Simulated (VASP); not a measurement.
# HfGe3W2 (P6/mmm) in VASP: single point with PBE

Aim: the single point of HfGe3W2 with PBE.

All numbers are computed with VASP 6.6.1; they aren't measurements. Logs are shortened: lines on timing, memory, paths and dates and some standing lists are left out, and cuts for length are marked.

### Step 1. The cell of the first run

It takes space group P6/mmm (No. 191, hexagonal). The conventional cell has a = 5.342 Å, b = 5.342 Å, c = 4.247 Å, α = 90.00°, β = 90.00°, γ = 120.00°. Hf (site symmetry 6/mmm) has 6 W at 3.08 Å and 12 Ge at 3.41 Å within 4.1 Å. Within 3.5 Å of Ge (site symmetry mmm) lie 4 W at 2.62 Å and 4 Ge at 2.67 Å and 4 Hf at 3.41 Å. W (site symmetry -6m2) has 6 Ge at 2.62 Å and 3 Hf at 3.08 Å and 3 W at 3.08 Å within 3.5 Å.

### Step 2. Single point, PBE

The input, INCAR:

```
SYSTEM = HfGe3W2
  PREC = Accurate
  ENCUT = 520
  EDIFF = 1E-7
  ISMEAR = 0
  SIGMA = 0.1
  LREAL = .False.
  LASPH = .True.
  NELM = 60
  ALGO = Normal
  ISIF = 2
  LWAVE = .False.
  LCHARG = .True.
  GGA = PE
  LELF = .True.
  LVHAR = .True.
  NBANDS = 49
```

The input, KPOINTS:

```
regular mesh
0
Gamma
  12 12 10
  0 0 0
```

The input, POSCAR:

```
HfGe3W2
1.0
    5.3420795845      0.0000000000      0.0000000000
   -2.6710397922      4.6263766292      0.0000000000
    0.0000000000      0.0000000000      4.2469902113
Hf Ge W
1 3 2
Direct
    0.0000000000      0.0000000000      0.0000000000
    0.5000000000      0.0000000000      0.5000000000
    0.5000000000      0.5000000000      0.5000000000
    0.0000000000      0.5000000000      0.5000000000
    0.3333333333      0.6666666667      0.0000000000
    0.6666666667      0.3333333333      0.0000000000
```

Potentials or basis: VASP PAW PBE potentials, release 64 (Hf_pv, Ge_d, W_sv).

Command:

```sh
$ cat potpaw_PBE.64/Hf_pv/POTCAR potpaw_PBE.64/Ge_d/POTCAR potpaw_PBE.64/W_sv/POTCAR > POTCAR
$ mpirun -np 1 vasp_std > vasp.out
```

OUTCAR:

```text
SYSTEM = HfGe3W2
   PREC = Accurate
   ENCUT = 520
   EDIFF = 1E-7
   ISMEAR = 0
   LREAL = .False.
   LASPH = .True.
   NELM = 60
   ISIF = 2
   GGA = PE

 ion  position               nearest neighbor table
   1  0.000  0.000  0.000-   5 3.08   6 3.08   5 3.08   6 3.08   6 3.08   5 3.08
   2  0.500  0.000  0.500-   5 2.62   6 2.62   5 2.62   6 2.62   3 2.67   3 2.67   4 2.67   4 2.67

   3  0.500  0.500  0.500-   5 2.62   6 2.62   5 2.62   6 2.62   2 2.67   2 2.67   4 2.67   4 2.67

   4  0.000  0.500  0.500-   5 2.62   6 2.62   5 2.62   6 2.62   3 2.67   3 2.67   2 2.67   2 2.67

   5  0.333  0.667  0.000-   2 2.62   2 2.62   4 2.62   4 2.62   3 2.62   3 2.62   1 3.08   6 3.08
                             6 3.08   1 3.08   1 3.08   6 3.08
   6  0.667  0.333  0.000-   2 2.62   2 2.62   4 2.62   4 2.62   3 2.62   3 2.62   1 3.08   5 3.08
                             5 3.08   1 3.08   1 3.08   5 3.08

  LATTYP: Found a hexagonal cell.
 ALAT       =     5.3420795845
 C/A-ratio  =     0.7950069152

  Lattice vectors:

 A1 = (   5.3420795845,   0.0000000000,   0.0000000000)
 A2 = (  -2.6710397922,   4.6263766292,   0.0000000000)
 A3 = (   0.0000000000,   0.0000000000,   4.2469902113)

Analysis of symmetry for initial positions (statically):
=====================================================================
 Subroutine PRICEL returns:
 Original cell was already a primitive cell.

 Routine SETGRP: Setting up the symmetry group for a
 hexagonal supercell.

 Subroutine GETGRP returns: Found 24 space group operations
 (whereof 24 operations were pure point group operations)
 out of a pool of 24 trial point group operations.

The static configuration has the point symmetry D_6h.

Analysis of symmetry for dynamics (positions and initial velocities):
=====================================================================
 Subroutine PRICEL returns:
 Original cell was already a primitive cell.

 Routine SETGRP: Setting up the symmetry group for a
 hexagonal supercell.

 Subroutine GETGRP returns: Found 24 space group operations
 (whereof 24 operations were pure point group operations)
 out of a pool of 24 trial point group operations.

The dynamic configuration has the point symmetry D_6h.

 Subroutine INISYM returns: Found 24 space group operations
 (whereof 24 operations are pure point group operations),
 and found     1 'primitive' translations

----------------------------------------------------------------------------------------

                                     Primitive cell

  volume of cell :     104.9621

  direct lattice vectors                    reciprocal lattice vectors
     5.342079585  0.000000000  0.000000000     0.187193018  0.108075939  0.000000000
    -2.671039792  4.626376629  0.000000000     0.000000000  0.216151879  0.000000000
     0.000000000  0.000000000  4.246990211     0.000000000  0.000000000  0.235460868

  length of vectors
     5.342079585  5.342079584  4.246990211     0.216151879  0.216151879  0.235460868

  position of ions in fractional coordinates (direct lattice)
     0.000000000  0.000000000  0.000000000
     0.500000000  0.000000000  0.500000000
     0.500000000  0.500000000  0.500000000
     0.000000000  0.500000000  0.500000000
     0.333333333  0.666666667  0.000000000
     0.666666667  0.333333333  0.000000000

  ion indices of the primitive-cell ions
   primitive index   ion index
                 1           1
                 2           2
                 3           3
                 4           4
                 5           5
                 6           6

----------------------------------------------------------------------------------------

 KPOINTS: regular mesh

Automatic generation of k-mesh.
 Grid dimensions read from file:
 generate k-points for:   12   12   10

 Generating k-lattice:

  Cartesian coordinates                     Fractional coordinates (reciprocal lattice)
     0.015599418  0.009006328  0.000000000     0.083333333  0.000000000  0.000000000
     0.000000000  0.018012657  0.000000000     0.000000000  0.083333333  0.000000000
     0.000000000  0.000000000  0.023546087     0.000000000  0.000000000  0.100000000

  Length of vectors
     0.018012657  0.018012657  0.023546087

  Shift w.r.t. Gamma in fractional coordinates (k-lattice)
     0.000000000  0.000000000  0.000000000

 Subroutine IBZKPT returns following result:
 ===========================================

 Found    114 irreducible k-points:

 Following reciprocal coordinates:
            Coordinates               Weight
  0.000000  0.000000  0.000000      1.000000
  0.083333 -0.000000  0.000000      6.000000
  0.166667 -0.000000  0.000000      6.000000
  0.250000 -0.000000  0.000000      6.000000
  0.333333 -0.000000  0.000000      6.000000
  0.416667 -0.000000  0.000000      6.000000
[... 16 lines left out ...]
  0.250000 -0.000000  0.100000     12.000000
  0.333333 -0.000000  0.100000     12.000000
 [... further k-points ...]
   k-points           NKPTS =    114   k-points in BZ     NKDIM =    114   number of bands    NBANDS=     49
   number of dos      NEDOS =    301   number of ions     NIONS =      6
   total plane-waves  NPLWV =  51200
   dimension x,y,z NGX =    40 NGY =   40 NGZ =   32
   dimension x,y,z NGXF=    80 NGYF=   80 NGZF=   64
   ions per type =               1   3   2
   NGX,Y,Z   is equivalent  to a cutoff of  12.45, 12.45, 12.53 a.u.
   NGXF,Y,Z  is equivalent  to a cutoff of  24.90, 24.90, 25.05 a.u.
 SYSTEM =  HfGe3W2
   PREC   = accura    normal or accurate (medium, high low for compatibility)
   ISTART =      0    job   : 0-new  1-cont  2-samecut
   ICHARG =      2    charge: 1-file 2-atom 10-const
   ISPIN  =      1    spin polarized calculation?
   LNONCOLLINEAR =      F non collinear calculations
   LSORBIT =      F    spin-orbit coupling
   LASPH  =      T    aspherical Exc in radial PAW
   ENCUT  =  520.0 eV  38.22 Ry    6.18 a.u.   9.93  9.93  7.90*2*pi/ulx,y,z
   NELM   =     60;   NELMIN=  2; NELMDL= -5     # of ELM steps
   EDIFF  = 0.1E-06   stopping-criterion for ELM
   LREAL  =      F    real-space projection
   EDIFFG = 0.1E-05   stopping-criterion for IOM
   NSW    =      0    number of steps for IOM
   IBRION =     -1    ionic relax: 0-MD 1-quasi-New 2-CG
   NFREE  =      0    steps in history (QN), initial steepest desc. (CG)
   ISIF   =      2    stress and relaxation
   ISYM   =      2    0-nonsym 1-usesym 2-fastsym
   POTIM  = 0.5000    time-step for ionic-motion
   TEBEG  =    0.0;   TEEND  =   0.0 temperature during run
   PSTRESS=    0.0 pullay stress
   NELECT =      80.0000    total number of electrons
   NUPDOWN=      -1.0000    fix difference up-down
   EMIN   =  10.00;   EMAX   =-10.00  energy-range for DOS
   EFERMI =   0.00;   METHOD = LEGACY
   ISMEAR =     0;   SIGMA  =   0.10  broadening in eV -4-tet -1-fermi 0-gaus
   EFERMI_NEDOS =   21; number of points for ismear=-14 and -15
   IALGO  =     38    algorithm
   IMIX   =      4    mixing-type and parameters
     AMIX     =   0.40;   BMIX     =  1.00
     AMIX_MAG =   1.60;   BMIX_MAG =  1.00
  volume/ion in A,a.u.               =      17.49       118.05
  Fermi-wavevector in a.u.,A,eV,Ry     =   1.495411  2.825917 30.426091  2.236255
  Thomas-Fermi vector in A             =   2.607559
   LORBIT       =      0    0 simple, 1 ext, 2 COOP (PROOUT), +10 PAW based schemes
   GGA     = PE    functional components
   LHFCALC =     F    Hartree Fock is set to
   AEXX    =    0.0000 exact exchange contribution
   IVDW    =     0    specifies the selected vdW correction
   LEPSILON=     F    determine dielectric tensor
   LRPA    =     F    only Hartree local field effects (RPA)
 non-spin polarized calculation
 Gauss-broadening in eV      SIGMA  =   0.10
  energy-cutoff  :      520.00
  volume of cell :      104.96
 maximum number of plane-waves:      2854
 NGX is ok and might be reduce to    40
   NGX = 19   NGY = 19   NGZ = 15

 number of electron      80.0000002 magnetization

 Free energy of the ion-electron system (eV)
  ---------------------------------------------------
  ext. energy  EPLUGINS =         0.00000000
  ---------------------------------------------------
  free energy    TOTEN  =       -47.69801730 eV

  energy without entropy =      -47.67528970  energy(sigma->0) =      -47.68665350

 E-fermi :   8.6309     XC(G=0): -12.2061

 val. band max:        8.6289571556   @ k =   0.4167  -0.0000   0.0000
 cond. band min:       8.6332079149   @ k =   0.0833  -0.0000   0.5000
 fundamental gap:      0.0042507593
 Fermi energy:         8.6308591823

 k-point     1 :       0.0000    0.0000    0.0000
  band No.  band energies     occupation
      1     -65.3770      2.00000
      2     -65.3580      2.00000
      3     -29.7377      2.00000
      4     -29.7076      2.00000
      5     -29.7076      2.00000
      6     -29.6944      2.00000
[... 41 lines left out ...]
     48      11.7912      0.00000
     49      12.6561      0.00000

 k-point     2 :       0.0833   -0.0000    0.0000
  band No.  band energies     occupation
      1     -65.3767      2.00000
      2     -65.3582      2.00000
      3     -29.7370      2.00000
      4     -29.7089      2.00000
      5     -29.7052      2.00000
      6     -29.6951      2.00000
[... 41 lines left out ...]
     48      12.0322      0.00000
     49      12.6659      0.00000

 k-point     3 :       0.1667   -0.0000    0.0000
  band No.  band energies     occupation
      1     -65.3758      2.00000
      2     -65.3591      2.00000
      3     -29.7351      2.00000
      4     -29.7124      2.00000
      5     -29.6984      2.00000
      6     -29.6970      2.00000
[... 1081 lines left out ...]
     48      11.7596      0.00000
     49      12.5672      0.00000

 k-point    24 :       0.3333   -0.0000    0.1000
  band No.  band energies     occupation
      1     -65.3729      2.00000
      2     -65.3620      2.00000
      3     -29.7301      2.00000
      4     -29.7212      2.00000
      5     -29.7043      2.00000
      6     -29.6737      2.00000
[... 41 lines left out ...]
     48      11.3351      0.00000
     49      12.2013      0.00000

 [... further k-points ...]

------------------------ aborting loop because EDIFF is reached ----------------------------------------

  FORCE on cell =-STRESS in cart. coord.  units (eV):
  Direction    XX          YY          ZZ          XY          YZ          ZX
  --------------------------------------------------------------------------------------
  -------------------------------------------------------------------------------------
  Total       -0.0918717     -0.0918717      0.1274551     -0.0000000      0.0000000     -0.0000000
  in kB       -1.4023609     -1.4023609      1.9455171     -0.0000000      0.0000000     -0.0000000
  external PRESSURE =      -0.2864016 kB  Pullay stress =       0.0000000 kB

 VOLUME and BASIS-vectors are now :
 -----------------------------------------------------------------------------
  energy-cutoff  :      520.00
  volume of cell :      104.96
      direct lattice vectors                 reciprocal lattice vectors
     5.342079585  0.000000000  0.000000000     0.187193018  0.108075939  0.000000000
    -2.671039792  4.626376629  0.000000000     0.000000000  0.216151879  0.000000000
     0.000000000  0.000000000  4.246990211     0.000000000  0.000000000  0.235460868

 POSITION                                       TOTAL-FORCE (eV/Angst)
 -----------------------------------------------------------------------------------
      0.00000      0.00000      0.00000         0.000000     -0.000000      0.000000
      2.67104      0.00000      2.12350         0.000000     -0.000000      0.000000
      1.33552      2.31319      2.12350         0.000000     -0.000000      0.000000
     -1.33552      2.31319      2.12350         0.000000     -0.000000      0.000000
     -0.00000      3.08425      0.00000         0.000000     -0.000000      0.000000
      2.67104      1.54213      0.00000        -0.000000      0.000000      0.000000
 -----------------------------------------------------------------------------------
    total drift:                               -0.000000     -0.000000     -0.000000

  FREE ENERGIE OF THE ION-ELECTRON SYSTEM (eV)
  ---------------------------------------------------
  free  energy   TOTEN  =       -47.6980172997 eV

  energy  without entropy=      -47.6752897037  energy(sigma->0) =      -47.68665350
```

It took 14 min on 1 thread of Intel Xeon 8259CL, shared host; peak memory 0.59 GiB.

What came out:

- Free energy: -47.6980 eV
- Pressure: 0.0 GPa
- Band gap on the k mesh: zero (band 40 reaches 9.73 eV, above the bottom of band 41 at 7.94 eV)

Stress tensor (GPa, compression positive):
```
-0.14  0.00  0.00
 0.00 -0.14  0.00
 0.00  0.00  0.19
```

Levels at points of the mesh, in eV from the Fermi level:
```tsv
k point	band 38	band 39	band 40	band 41	band 42	band 43
(0.00, 0.00, 0.00)	-1.16	-1.16	-0.43	-0.43	0.52	0.52
(0.50, 0.00, 0.00)	-1.39	0.10	0.10	0.35	1.08	1.89
(0.00, 0.00, 0.50)	-1.70	-1.07	0.07	0.07	1.29	1.29
(0.50, 0.00, 0.50)	-1.30	-1.25	-0.82	-0.56	-0.56	1.22
```

Caveat: spin-orbit coupling is left out, which moves the levels of the heavy elements.
